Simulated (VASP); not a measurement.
Write the native input for VASP 6.6.1 that does the following.

- Task: single point
- Functional: PBE
- Potentials or basis: VASP PAW PBE potentials, release 64 (Zr_sv, B)
- Cutoff: 520 eV
- k mesh: 12 × 12 × 12
- Occupations: gaussian, width 0.05 eV
- Spin: no spin polarisation
- Dipole correction: no
- Further INCAR settings: ALGO = Normal; EDIFF = 1e-06; NBANDS = 14

The structure of ZrB lies in POSCAR:

```
ZrB
1.0
    0.0000000000      2.4521217160      2.4521217160
    2.4521217160      0.0000000000      2.4521217160
    2.4521217160      2.4521217160      0.0000000000
Zr B
1 1
Direct
    0.5000000000      0.5000000000      0.5000000000
    0.0000000000      0.0000000000      0.0000000000
```

One way to write it, as run:

INCAR

```
SYSTEM = ZrB
  PREC = Accurate
  ENCUT = 520
  EDIFF = 1E-6
  ISMEAR = 0
  SIGMA = 0.05
  LREAL = .False.
  LASPH = .True.
  NELM = 80
  ALGO = Normal
  ISIF = 2
  LWAVE = .False.
  LCHARG = .False.
  GGA = PE
  NBANDS = 14
```

KPOINTS

```
Automatic mesh
0
Gamma
  12 12 12
  0 0 0
```

Potentials or basis: VASP PAW PBE potentials, release 64 (Zr_sv, B).

Run with:

```bash
$ cat potpaw_PBE.64/Zr_sv/POTCAR potpaw_PBE.64/B/POTCAR > POTCAR
$ mpirun -np 1 vasp_std > vasp.out
```

Results of the run:

- Pressure: 0.1 GPa
- Band gap on the k mesh: zero (an odd number of electrons rules out a gap without spin polarisation)

Wall time 58 s on 1 thread of Intel Xeon 8259CL (shared host), peak memory 0.17 GiB.
